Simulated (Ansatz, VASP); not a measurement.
P3C in VASP and in Ansatz

```
P C
1.0
    -2.28813    2.28813    2.28813
     2.28813   -2.28813    2.28813
     2.28813    2.28813   -2.28813
P C
3 1
Direct
  0.00000 0.50000 0.50000
  0.50000 0.00000 0.50000
  0.50000 0.50000 0.00000
  0.00000 0.00000 0.00000
```

Change from the starting cell: species swapped into the Sb3Au type (Im-3m, No. 229).

Alike in both runs: functional PBE; k mesh 6 × 6 × 6; occupations gaussian, width 0.1 eV; no spin polarisation.

Ansatz relaxed the structure, and its values are those at the end. VASP's run is a single point on that final structure, the one shown.

```csv
,VASP,Ansatz
version,VASP 6.6.1,Ansatz 0.2.0
potentials or method,"VASP PAW PBE potentials, release 64 (P, C), cutoff 600 eV","scalar-relativistic, plane waves, PAW"
valence electrons in the cell,19,19
```

```csv
,VASP,Ansatz,Ansatz less VASP
gap on the k mesh at the Fermi level (eV),none,none,-
pressure (GPa),-0.5,-0.2,+0.32
```

A gap of «none» marks a metal or a gap that the smearing closes.
